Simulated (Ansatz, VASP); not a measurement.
ZrTi3C4: VASP beside Ansatz

The input POSCAR:

```
ZrTi3C4
1.0
    3.1379051000      0.0000000000      0.0000000000
    0.0000000000      4.4470501000      0.0000000000
    0.0000000000      0.0000000000      6.2747391000
Zr Ti C
1 3 4
Direct
    0.5000000000      0.5000000000      0.5000000000
    0.0000000000      0.0000000000      0.2441250000
    0.0000000000      0.0000000000      0.7558750000
    0.5000000000      0.5000000000      0.0000000000
    0.0000000000      0.5000000000      0.7628410000
    0.5000000000      0.0000000000      0.0000000000
    0.0000000000      0.5000000000      0.2371590000
    0.5000000000      0.0000000000      0.5000000000
```

The input INCAR.step1:

```
ALGO     = Normal         # electronic algorithm
EDIFF    = 1E-4           # SCF threshold, eV
ENCUT    = 520            # plane-wave cutoff, eV
GGA      = PE             # functional
ISMEAR   = 0              # smearing method
LASPH    = T              # aspherical terms in the spheres
LCHARG   = F              # write CHGCAR
LREAL    = F              # projectors in reciprocal space
LWAVE    = T              # write WAVECAR
NBANDS   = 42             # bands
NELM     = 100            # most SCF steps
PREC     = Accurate       # precision mode
SIGMA    = 0.1            # smearing width, eV
```

File INCAR.step2:

```
ALGO     = Normal         # electronic algorithm
EDIFF    = 1E-6           # SCF threshold, eV
ENCUT    = 520            # plane-wave cutoff, eV
ISIF     = 2              # what is computed and relaxed
ISMEAR   = 0              # smearing method
ISTART   = 1            
LASPH    = T              # aspherical terms in the spheres
LCHARG   = F              # write CHGCAR
LMIXTAU  = T            
LREAL    = F              # projectors in reciprocal space
LWAVE    = F              # write WAVECAR
METAGGA  = R2SCAN         # meta-GGA
NBANDS   = 42             # bands
NELM     = 100            # most SCF steps
PREC     = Accurate       # precision mode
SIGMA    = 0.1            # smearing width, eV
```

KPOINTS

```
k-points
0
Gamma
  12 8 6
```

Input for Ansatz:

```yaml
crystal:
  lattice:
    - [3.1379051, 0.0, 0.0]
    - [0.0, 4.4470501, 0.0]
    - [0.0, 0.0, 6.2747391]
  atoms:
    - { symbol: Zr, position: [0.5, 0.5, 0.5] }
    - { symbol: Ti, position: [0.0, 0.0, 0.244125] }
    - { symbol: Ti, position: [0.0, 0.0, 0.755875] }
    - { symbol: Ti, position: [0.5, 0.5, 0.0] }
    - { symbol: C, position: [0.0, 0.5, 0.762841] }
    - { symbol: C, position: [0.5, 0.0, 0.0] }
    - { symbol: C, position: [0.0, 0.5, 0.237159] }
    - { symbol: C, position: [0.5, 0.0, 0.5] }
basis:
  ecutwfc: 500
kpoints:
  mp_grid: { grid: [12, 8, 6] }
  band_path:
    path:
      - [[0.0, 0.0, 0.0], [0.5, 0.0, 0.0], [0.5, 0.5, 0.0], [0.0, 0.5, 0.0], [0.0, 0.0, 0.0], [0.0, 0.0, 0.5], [0.5, 0.0, 0.5], [0.5, 0.5, 0.5], [0.0, 0.5, 0.5], [0.0, 0.0, 0.5]]
      - [[0.5, 0.0, 0.0], [0.5, 0.0, 0.5]]
      - [[0.0, 0.5, 0.0], [0.0, 0.5, 0.5]]
      - [[0.5, 0.5, 0.0], [0.5, 0.5, 0.5]]
    npoints: 14
hamiltonian:
  xc: r2scan
scf:
  occupations: { method: gaussian, width: 0.1 }
  n_extra_bands: 20
output:
  forces: true
  stress: true
  eigenvalues: true
  populations: true
  dos: { projected: true, de: 0.02, nscf_kmesh: { grid: [15, 10, 8] } }
  bader: true
  write_density: true
  write_potential: true
  elf: true
  volumetric_format: npy
```

Alike in both runs: task single point; functional r2SCAN; k mesh 12 × 8 × 6; occupations gaussian, width 0.1 eV; no spin polarisation.

|  | VASP | Ansatz |
| --- | --- | --- |
| version | VASP 6.6.1 | Ansatz 0.2.0 |
| potentials or method | VASP PAW PBE potentials, release 64 (Zr_sv, Ti_sv, C), cutoff 520 eV | scalar-relativistic, plane waves, PAW |
| valence electrons in the cell | 64 | 64 |

Ansatz gave:

```
gap on the k mesh at the Fermi level (eV)                     : none
pressure (GPa)                                                : -0.6
traceless stress, the component that is largest in VASP (GPa) : -0.07
rms of the force components (eV/Å)                            : 0.007
```

Problem. What did VASP give for the same quantities?

Solution. gap on the k mesh at the Fermi level (eV): none; pressure (GPa): 0.1; traceless stress, the component that is largest in VASP (GPa): -0.07; rms of the force components (eV/Å): 0.003.

VASP's potentials were made for PBE, not for r2SCAN. Atom by atom the forces differ by 0.006 eV/Å (rms over components). A gap of «none» marks a metal or a gap that the smearing closes. With one functional, cell and mesh, what is left measures potentials, basis and numerics.
